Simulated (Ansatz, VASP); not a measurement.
**Se in VASP and in Ansatz**

```xyz
3
Lattice="4.7066 0.0000 0.0000 -2.3533 4.0760 0.0000 0.0000 0.0000 3.4185" Properties=species:S:1:pos:R:3 pbc="T T T"
Se    0.0000    0.0000    0.0000
Se    0.0000    2.7173    1.7092
Se    2.3533    1.3587    1.7092
```

Alike in both runs: task single point; functional revPBE; k mesh 9 × 9 × 10; occupations fermi-dirac, width 0.1 eV; no spin polarisation.

|  | VASP | Ansatz |
| --- | --- | --- |
| version | VASP 6.6.1 | Ansatz 0.2.0 |
| potentials or method | VASP PAW PBE potentials, release 64 (Se), cutoff 520 eV | plane waves (420 eV) with PAW, scalar-relativistic |
| valence electrons in the cell | 18 | 48 |

```csv
,VASP,Ansatz,Ansatz less VASP
pressure (GPa),-0.1,0.0,+0.01
"traceless stress, the component that is largest in VASP (GPa)",0.28,0.26,-0.015
```

VASP's potentials were made for PBE, not for revPBE. The functional is the same, so the differences come from potentials, cutoffs and numerics. VASP's potentials hold 18 valence electrons a cell and Ansatz's 48, so a difference there can come from the potentials and not from the codes.
